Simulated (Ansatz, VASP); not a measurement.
# One calculation of Al2C, two programs

```
CELL_PARAMETERS angstrom
-1.35371 1.35371 4.81945
1.35371 -1.35371 4.81945
1.35371 1.35371 -4.81945
ATOMIC_POSITIONS crystal
Al 0.63733 0.63733 0.00000
Al 0.36267 0.36267 0.00000
C 0.00000 0.00000 0.00000
```

Alike in both runs: functional PBE; k mesh 8 × 8 × 8; occupations gaussian, width 0.1 eV; no spin polarisation.

Ansatz relaxed the structure, and its values are those at the end. VASP's run is a single point on that final structure, the one shown.

|  | VASP | Ansatz |
| --- | --- | --- |
| version | VASP 6.6.1 | Ansatz 0.2.0 |
| potentials or method | VASP PAW PBE potentials, release 64 (Al, C), cutoff 520 eV | scalar-relativistic, plane waves, PAW |
| valence electrons in the cell | 10 | 10 |

```tsv
	VASP	Ansatz	Ansatz less VASP
gap on the k mesh at the Fermi level (eV)	none	none	-
pressure (GPa)	0.0	0.0	+0.01
```

A gap of «none» marks a metal or a gap that the smearing closes.

The k mesh is coarse, so the values compare programs but aren't converged.
